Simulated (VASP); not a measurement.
# Se (P3_121) in VASP: further runs

Se is run at these levels: PBE+D3(BJ); tasks: single point, relaxation of cell and atoms.

Program: VASP 6.6.1. These are calculated values, not measurements. Logs are shortened: lines on timing, memory, paths and dates and some standing lists are left out, and cuts for length are marked.

### 1 The cell of the first run

The structure is trigonal, space group P3_121 (No. 152). Conventional cell: a = 4.067 Å, b = 4.067 Å, c = 5.129 Å, α = 90.00°, β = 90.00°, γ = 120.00°. Se (site symmetry 2) has 6 Se at 2.44 to 3.20 Å within 3.2 Å.

### 2 Single point, PBE+D3(BJ)

Input file INCAR:

```
PREC = Accurate ; ENCUT = 520
EDIFF = 1E-6 ; ISMEAR = 0
SIGMA = 0.02 ; LREAL = F
LASPH = T ; NELM = 80
ALGO = Normal ; ISIF = 2
LWAVE = F ; LCHARG = T
GGA = PE ; IVDW = 12
LELF = T ; LVHAR = T
NBANDS = 16
```

Input file KPOINTS:

```
Automatic mesh
0
Gamma
  12 12 8
```

Input file POSCAR:

```
Se
1.0
    4.0669563990      0.0000000000      0.0000000000
   -2.0334781995      3.5220875577      0.0000000000
    0.0000000000      0.0000000000      5.1287646804
Se
3
Direct
    0.2473598548      0.0000000000      0.3333333333
    0.0000000000      0.2473598548      0.6666666667
    0.7526401452      0.7526401452      0.0000000000
```

Potentials or basis: VASP PAW PBE potentials, release 64 (Se).

Launch:

```console
$ cat potpaw_PBE.64/Se/POTCAR > POTCAR
$ mpirun -np 1 vasp_std > vasp.out
```

OUTCAR:

```text
PREC = Accurate
   ENCUT = 520
   EDIFF = 1E-6
   ISMEAR = 0
   LREAL = F
   LASPH = T
   NELM = 80
   ISIF = 2
   GGA = PE
   IVDW = 12
 IVDW          = 12

 ion  position               nearest neighbor table
   1  0.247  0.000  0.333-   3 2.44   2 2.44
   2  0.000  0.247  0.667-   3 2.44   1 2.44
   3  0.753  0.753  0.000-   1 2.44   2 2.44

  LATTYP: Found a hexagonal cell.
 ALAT       =     4.0669563990
 C/A-ratio  =     1.2610817961

  Lattice vectors:

 A1 = (   4.0669563990,   0.0000000000,   0.0000000000)
 A2 = (  -2.0334781995,   3.5220875577,   0.0000000000)
 A3 = (   0.0000000000,   0.0000000000,   5.1287646804)

Analysis of symmetry for initial positions (statically):
=====================================================================
 Subroutine PRICEL returns:
 Original cell was already a primitive cell.

 Routine SETGRP: Setting up the symmetry group for a
 hexagonal supercell.

 Subroutine GETGRP returns: Found  6 space group operations
 (whereof  2 operations were pure point group operations)
 out of a pool of 24 trial point group operations.

The static configuration has the point symmetry C_2 .
 The point group associated with its full space group is D_3 .

Analysis of symmetry for dynamics (positions and initial velocities):
=====================================================================
 Subroutine PRICEL returns:
 Original cell was already a primitive cell.

 Routine SETGRP: Setting up the symmetry group for a
 hexagonal supercell.

 Subroutine GETGRP returns: Found  6 space group operations
 (whereof  2 operations were pure point group operations)
 out of a pool of 24 trial point group operations.

The dynamic configuration has the point symmetry C_2 .
 The point group associated with its full space group is D_3 .

 Subroutine INISYM returns: Found  6 space group operations
 (whereof  2 operations are pure point group operations),
 and found     1 'primitive' translations

----------------------------------------------------------------------------------------

                                     Primitive cell

  volume of cell :      73.4653

  direct lattice vectors                    reciprocal lattice vectors
     4.066956399  0.000000000  0.000000000     0.245884121  0.141961264  0.000000000
    -2.033478200  3.522087558  0.000000000     0.000000000  0.283922527  0.000000000
     0.000000000  0.000000000  5.128764680     0.000000000  0.000000000  0.194978725

  length of vectors
     4.066956399  4.066956399  5.128764680     0.283922527  0.283922527  0.194978725

  position of ions in fractional coordinates (direct lattice)
     0.247359855  0.000000000  0.333333333
     0.000000000  0.247359855  0.666666667
     0.752640145  0.752640145  0.000000000

  ion indices of the primitive-cell ions
   primitive index   ion index
                 1           1
                 2           2
                 3           3

----------------------------------------------------------------------------------------

 KPOINTS: Automatic mesh

Automatic generation of k-mesh.
 Grid dimensions read from file:
 generate k-points for:   12   12    8

 Generating k-lattice:

  Cartesian coordinates                     Fractional coordinates (reciprocal lattice)
     0.020490343  0.011830105  0.000000000     0.083333333  0.000000000  0.000000000
     0.000000000  0.023660211  0.000000000     0.000000000  0.083333333  0.000000000
     0.000000000  0.000000000  0.024372341     0.000000000  0.000000000  0.125000000

  Length of vectors
     0.023660211  0.023660211  0.024372341

  Shift w.r.t. Gamma in fractional coordinates (k-lattice)
     0.000000000  0.000000000  0.000000000

 Subroutine IBZKPT returns following result:
 ===========================================

 Found    131 irreducible k-points:

 Following reciprocal coordinates:
            Coordinates               Weight
  0.000000  0.000000  0.000000      1.000000
  0.083333 -0.000000  0.000000      6.000000
  0.166667  0.000000  0.000000      6.000000
  0.250000 -0.000000  0.000000      6.000000
  0.333333  0.000000  0.000000      6.000000
  0.416667 -0.000000  0.000000      6.000000
[... 16 lines left out ...]
  0.166667  0.000000  0.125000      6.000000
  0.000000  0.166667  0.125000      6.000000
 [... further k-points ...]
   k-points           NKPTS =    131   k-points in BZ     NKDIM =    131   number of bands    NBANDS=     16
   number of dos      NEDOS =    301   number of ions     NIONS =      3
   total plane-waves  NPLWV =  36000
   dimension x,y,z NGX =    30 NGY =   30 NGZ =   40
   dimension x,y,z NGXF=    60 NGYF=   60 NGZF=   80
   ions per type =               3
   NGX,Y,Z   is equivalent  to a cutoff of  12.26, 12.26, 12.97 a.u.
   NGXF,Y,Z  is equivalent  to a cutoff of  24.53, 24.53, 25.93 a.u.
 SYSTEM =  unknown system
   PREC   = accura    normal or accurate (medium, high low for compatibility)
   ISTART =      0    job   : 0-new  1-cont  2-samecut
   ICHARG =      2    charge: 1-file 2-atom 10-const
   ISPIN  =      1    spin polarized calculation?
   LNONCOLLINEAR =      F non collinear calculations
   LSORBIT =      F    spin-orbit coupling
   LASPH  =      T    aspherical Exc in radial PAW
   ENCUT  =  520.0 eV  38.22 Ry    6.18 a.u.   7.56  7.56  9.54*2*pi/ulx,y,z
   NELM   =     80;   NELMIN=  2; NELMDL= -5     # of ELM steps
   EDIFF  = 0.1E-05   stopping-criterion for ELM
   LREAL  =      F    real-space projection
   EDIFFG = 0.1E-04   stopping-criterion for IOM
   NSW    =      0    number of steps for IOM
   IBRION =     -1    ionic relax: 0-MD 1-quasi-New 2-CG
   NFREE  =      0    steps in history (QN), initial steepest desc. (CG)
   ISIF   =      2    stress and relaxation
   ISYM   =      2    0-nonsym 1-usesym 2-fastsym
   POTIM  = 0.5000    time-step for ionic-motion
   TEBEG  =    0.0;   TEEND  =   0.0 temperature during run
   PSTRESS=    0.0 pullay stress
   NELECT =      18.0000    total number of electrons
   NUPDOWN=      -1.0000    fix difference up-down
   EMIN   =  10.00;   EMAX   =-10.00  energy-range for DOS
   EFERMI =   0.00;   METHOD = LEGACY
   ISMEAR =     0;   SIGMA  =   0.02  broadening in eV -4-tet -1-fermi 0-gaus
   EFERMI_NEDOS =   21; number of points for ismear=-14 and -15
   IALGO  =     38    algorithm
   IMIX   =      4    mixing-type and parameters
     AMIX     =   0.40;   BMIX     =  1.00
     AMIX_MAG =   1.60;   BMIX_MAG =  1.00
  volume/ion in A,a.u.               =      24.49       165.26
  Fermi-wavevector in a.u.,A,eV,Ry     =   1.024405  1.935844 14.278019  1.049405
  Thomas-Fermi vector in A             =   2.158190
   LORBIT       =      0    0 simple, 1 ext, 2 COOP (PROOUT), +10 PAW based schemes
   GGA     = PE    functional components
   LHFCALC =     F    Hartree Fock is set to
   AEXX    =    0.0000 exact exchange contribution
   IVDW    =    12    specifies the selected vdW correction
   LEPSILON=     F    determine dielectric tensor
   LRPA    =     F    only Hartree local field effects (RPA)
 non-spin polarized calculation
 Gauss-broadening in eV      SIGMA  =   0.02
  energy-cutoff  :      520.00
  volume of cell :       73.47
 maximum number of plane-waves:      2000
   NGX = 15   NGY = 15   NGZ = 19

 number of electron      17.9999998 magnetization

 Free energy of the ion-electron system (eV)
  ---------------------------------------------------
  ext. energy  EPLUGINS =         0.00000000
  ---------------------------------------------------
  free energy    TOTEN  =       -10.42323748 eV

  energy without entropy =      -10.42323748  energy(sigma->0) =      -10.42323748

 E-fermi :   3.8241     XC(G=0):  -9.4340

 val. band max:        3.6953944509   @ k =   0.4167   0.1667   0.5000
 cond. band min:       4.2015992563   @ k =   0.3333   0.3333   0.5000
 fundamental gap:      0.5062048054
 Fermi energy:         3.8241450411

 k-point     1 :       0.0000    0.0000    0.0000
  band No.  band energies     occupation
      1     -12.2717      2.00000
      2      -8.2289      2.00000
      3      -8.2289      2.00000
      4       0.0478      2.00000
      5       0.2451      2.00000
      6       0.2451      2.00000
[... 8 lines left out ...]
     15      10.6021      0.00000
     16      12.1108      0.00000

 k-point     2 :       0.0833   -0.0000    0.0000
  band No.  band energies     occupation
      1     -12.2258      2.00000
      2      -8.2502      2.00000
      3      -8.2182      2.00000
      4      -0.3570      2.00000
      5       0.0316      2.00000
      6       0.2847      2.00000
[... 8 lines left out ...]
     15      10.9280      0.00000
     16      11.9354      0.00000

 k-point     3 :       0.1667    0.0000    0.0000
  band No.  band energies     occupation
      1     -12.0932      2.00000
      2      -8.3223      2.00000
      3      -8.1881      2.00000
      4      -0.9668      2.00000
      5      -0.3427      2.00000
      6       0.1504      2.00000
[... 8 lines left out ...]
     15      11.4999      0.00000
     16      12.0640      0.00000

 k-point     4 :       0.2500   -0.0000    0.0000
  band No.  band energies     occupation
      1     -11.8904      2.00000
      2      -8.4599      2.00000
      3      -8.1450      2.00000
      4      -1.4452      2.00000
      5      -0.7047      2.00000
      6      -0.0513      2.00000
[... 8 lines left out ...]
     15      11.9942      0.00000
     16      12.6556      0.00000
[... 324 lines left out ...]
 k-point    22 :       0.0000    0.0833    0.1250
  band No.  band energies     occupation
      1     -12.1556      2.00000
      2      -9.0614      2.00000
      3      -7.4079      2.00000
      4      -0.3094      2.00000
      5      -0.2116      2.00000
      6       0.4487      2.00000
[... 8 lines left out ...]
     15      11.0898      0.00000
     16      11.6237      0.00000

 k-point    23 :       0.1667    0.0000    0.1250
  band No.  band energies     occupation
      1     -12.0250      2.00000
      2      -9.0191      2.00000
      3      -7.5206      2.00000
      4      -0.9252      2.00000
      5      -0.2271      2.00000
      6       0.2091      2.00000
[... 8 lines left out ...]
     15      11.3900      0.00000
     16      11.6159      0.00000

 k-point    24 :       0.0000    0.1667    0.1250
  band No.  band energies     occupation
      1     -12.0235      2.00000
      2      -9.0442      2.00000
      3      -7.4764      2.00000
      4      -0.9027      2.00000
      5      -0.6241      2.00000
      6       0.2666      2.00000
[... 8 lines left out ...]
     15      11.4954      0.00000
     16      12.2418      0.00000

 [... further k-points ...]

------------------------ aborting loop because EDIFF is reached ----------------------------------------

 Edisp (eV)   -1.06896

 E8    (eV) :    -0.4417

  FORCE on cell =-STRESS in cart. coord.  units (eV):
  Direction    XX          YY          ZZ          XY          YZ          ZX
  --------------------------------------------------------------------------------------
  -------------------------------------------------------------------------------------
  Total       0.03630     0.03630     0.07332     0.00000     0.00000     0.00000
  in kB       0.79165     0.79165     1.59909     0.00000     0.00000     0.00000
  external pressure =        1.06 kB  Pullay stress =        0.00 kB

 VOLUME and BASIS-vectors are now :
 -----------------------------------------------------------------------------
  energy-cutoff  :      520.00
  volume of cell :       73.47
      direct lattice vectors                 reciprocal lattice vectors
     4.066956399  0.000000000  0.000000000     0.245884121  0.141961264  0.000000000
    -2.033478200  3.522087558  0.000000000     0.000000000  0.283922527  0.000000000
     0.000000000  0.000000000  5.128764680     0.000000000  0.000000000  0.194978725

 POSITION                                       TOTAL-FORCE (eV/Angst)
 -----------------------------------------------------------------------------------
      1.00600      0.00000      1.70959         0.020330     -0.000000     -0.000000
     -0.50300      0.87122      3.41918        -0.010165      0.017607      0.000000
      1.53048      2.65086      0.00000        -0.010165     -0.017607      0.000000
 -----------------------------------------------------------------------------------
    total drift:                               -0.000001     -0.000001      0.000000

  FREE ENERGIE OF THE ION-ELECTRON SYSTEM (eV)
  ---------------------------------------------------
  free  energy   TOTEN  =       -11.4921938003 eV

  energy  without entropy=      -11.4921938003  energy(sigma->0) =      -11.49219380
```

Wall time 1.8 min (1 thread of Intel Xeon Platinum 8259CL at 2.50GHz (Skylake/Cascade Lake), shared host); peak memory 0.27 GiB.

What came out:

- Free energy: -11.4922 eV
- Pressure: 0.1 GPa
- Largest force: 0.020 eV/Å
- Band gap on the k mesh: 0.51 eV (least direct gap 0.52 eV)
- Dispersion energy per atom: -0.356 eV

Forces on the atoms (eV/Å):
```
Se   0.020  0.000  0.000
Se  -0.010  0.018  0.000
Se  -0.010 -0.018  0.000
```

Stress tensor (GPa, compression positive):
```
0.08 0.00 0.00
0.00 0.08 0.00
0.00 0.00 0.16
```

### 3 Relaxation of cell and atoms, PBE+D3(BJ)

This run uses another cell than the first one, of 29.17 Å³/atom.

Input file INCAR:

```
PREC = Accurate
ENCUT = 600
EDIFF = 1E-6
ISMEAR = 0
SIGMA = 0.02
LREAL = F
LASPH = T
NELM = 80
ALGO = Normal
ISIF = 3
LWAVE = F
LCHARG = F
GGA = PE
IVDW = 12
IBRION = 2
NSW = 100
EDIFFG = -0.002
```

Input file KPOINTS:

```
Automatic mesh
0
Gamma
  9 9 6
```

Input file POSCAR:

```
Se
1.0
    4.5048207000      0.0000000000      0.0000000000
   -2.2524103500      3.9012891700      0.0000000000
    0.0000000000      0.0000000000      4.9787963200
Se
3
Direct
    0.2178929800      0.0000000000      0.3333333300
    0.0000000000      0.2178929800      0.6666666700
    0.7821070200      0.7821070200      0.0000000000
```

Potentials or basis: VASP PAW PBE potentials, release 64 (Se).

Launch:

```console
$ cat potpaw_PBE.64/Se/POTCAR > POTCAR
$ mpirun -np 1 vasp_std > vasp.out
```

It took 9 min on 1 thread of Intel Xeon Platinum 8259CL at 2.50GHz (Skylake/Cascade Lake), shared host; peak memory 0.28 GiB.

It converged, with:

- Free energy: -11.4928 eV
- Relaxed volume: 24.49 Å³/atom
- Relaxed cell: a = 4.065 Å, b = 4.065 Å, c = 5.132 Å, α = 90.00°, β = 90.00°, γ = 120.00°
- Space group after relaxing (to 0.1 Å): P3_121 (No. 152)
- Energy gained by relaxing: 40.1 meV/atom
- Ionic steps: 22
- Pressure after relaxing: 0.0 GPa
- Band gap on the k mesh: 0.52 eV
- Dispersion energy per atom: -0.356 eV

The path:
```
step  energy change (eV)  largest force (eV/Å)  pressure (GPa)  volume (Å³)
   1              0.0000                0.3396           -0.25        87.50
   2             -0.0172                0.1204           -1.06        86.93
   3             -0.0271                0.2100           -2.41        85.89
   4             -0.0327                0.2083           -2.37        85.36
   5             -0.0493                0.1998           -2.24        83.78
   6             -0.0788                0.1727           -1.84        80.66
   7             -0.1137                0.0908           -0.30        74.59
   8             -0.1146                0.0725            0.19        73.28
   9             -0.1146                0.0781            0.04        73.67
  10             -0.1160                0.0671            0.05        73.64
  11             -0.1189                0.0339            0.06        73.54
  12             -0.1199                0.0336            0.08        73.34
  13             -0.1203                0.0100            0.07        73.41
  14             -0.1203                0.0116            0.07        73.41
  15             -0.1203                0.0044           -0.05        73.52
  16             -0.1203                0.0031            0.00        73.47
  17             -0.1203                0.0023            0.01        73.47
  18             -0.1203                0.0010           -0.03        73.50
  19             -0.1203                0.0018           -0.01        73.48
  20             -0.1203                0.0023           -0.01        73.47
  21             -0.1203                0.0014           -0.01        73.47
  22             -0.1203                0.0009           -0.01        73.46
```

Final structure:
```
CELL_PARAMETERS angstrom
4.06535 0.00000 0.00000
-2.03268 3.52070 0.00000
0.00000 0.00000 5.13237
ATOMIC_POSITIONS crystal
Se 0.24782 0.00000 0.33333
Se 0.00000 0.24782 0.66667
Se 0.75218 0.75218 0.00000
```

Levels at points of the mesh, in eV from the valence-band top:
```csv
k point,band 5,band 6,band 7,band 8,band 9,band 10,band 11,band 12,band 13
"(0.00, 0.00, 0.00)",-3.42,-3.42,-1.85,-1.85,-0.52,1.47,1.47,2.06,6.42
"(0.00, 0.00, 0.50)",-3.08,-3.08,-1.37,-1.33,-1.33,0.94,0.96,0.96,5.70
```

Caveat: the volume moved by over 15 % at a fixed basis, so the end points are rough.

### 4 Relaxation of cell and atoms, PBE+D3(BJ)

Input file INCAR:

```
ALGO = Normal
EDIFF = 1E-7
EDIFFG = -0.002
ENCUT = 600
GGA = PE
IBRION = 2
ISIF = 3
ISMEAR = 0
IVDW = 12
LASPH = T
LCHARG = F
LREAL = F
LWAVE = F
NELM = 80
NSW = 100
PREC = Accurate
SIGMA = 0.02
```

Input file KPOINTS:

```
k-points
0
Gamma
  12 12 8
```

Input file POSCAR:

```
Se
1.0
    4.0669563990      0.0000000000      0.0000000000
   -2.0334781995      3.5220875577      0.0000000000
    0.0000000000      0.0000000000      5.1287646804
Se
3
Direct
    0.2473598548      0.0000000000      0.3333333333
    0.0000000000      0.2473598548      0.6666666667
    0.7526401452      0.7526401452      0.0000000000
```

Launch:

```console
$ cat potpaw_PBE.64/Se/POTCAR > POTCAR
$ mpirun -np 1 vasp_std > vasp.out
```

Run time: 4 min. Hardware: 1 thread of Intel Xeon Platinum 8259CL at 2.50GHz (Skylake/Cascade Lake), shared host; peak memory 0.3 GiB.

It converged, with:

```yaml
Free_energy: -11.4924 eV
Relaxed_volume: 24.50 Å³/atom
Relaxed_cell: a = 4.067 Å, b = 4.067 Å, c = 5.132 Å, α = 90.00°, β = 90.00°, γ = 120.00°
Space_group_after_relaxing_to_0.1_Å: P3_121 (No. 152)
Energy_gained_by_relaxing: 0.0 meV/atom
Ionic_steps: 6
Pressure_after_relaxing: 0.0 GPa
Band_gap_on_the_k_mesh: 0.50 eV (least direct gap 0.52 eV)
Dispersion_energy_per_atom: -0.356 eV
```

Final structure:
```
Se
1.0
     4.06653    0.00000    0.00000
    -2.03327    3.52172    0.00000
     0.00000    0.00000    5.13212
Se
3
Direct
  0.24769 0.00000 0.33333
  0.00000 0.24769 0.66667
  0.75231 0.75231 0.00000
```

Levels at points of the mesh, in eV from the valence-band top:
```
           k point  band 7  band 8  band 9  band 10  band 11  band 12
(0.00, 0.00, 0.00)   -1.87   -1.87   -0.54     1.46     1.46     2.05
(0.50, 0.00, 0.00)   -3.54   -1.46   -0.98     1.47     1.72     4.24
(0.00, 0.00, 0.50)   -1.38   -1.35   -1.35     0.93     0.95     0.95
(0.50, 0.00, 0.50)   -2.41   -1.93   -0.08     1.31     2.50     2.95
```

A k mesh can miss the band edges.

### 5 The runs side by side

| task | cell | k mesh | cutoff (eV) | gap on the mesh (eV) | pressure (GPa) | relaxed volume (Å³/atom) |
| --- | --- | --- | --- | --- | --- | --- |
| single point | a = 4.067, b = 4.067, c = 5.129 Å, angles 90.0, 90.0, 120.0°, 3 atoms, atomic positions A | 12 × 12 × 8 | 520 | 0.51 | 0.1 | - |
| relaxation of cell and atoms | relaxed from a = 4.505, b = 4.505, c = 4.979 Å, angles 90.0, 90.0, 120.0°, 3 atoms, atomic positions B | 9 × 9 × 6 | 600 | 0.52 | 0.0 | 24.49 |
| relaxation of cell and atoms | relaxed from a = 4.067, b = 4.067, c = 5.129 Å, angles 90.0, 90.0, 120.0°, 3 atoms, atomic positions A | 12 × 12 × 8 | 600 | 0.50 | 0.0 | 24.50 |

Alike in all rows: level PBE+D3(BJ); potentials or basis VASP PAW PBE potentials, release 64 (Se); no spin polarisation; smearing gaussian 0.02 eV.

Caveats: the volume moved by over 15 % at a fixed basis, so the end points are rough (at least some runs).

Absolute energies hang on the potentials; compare differences alone.
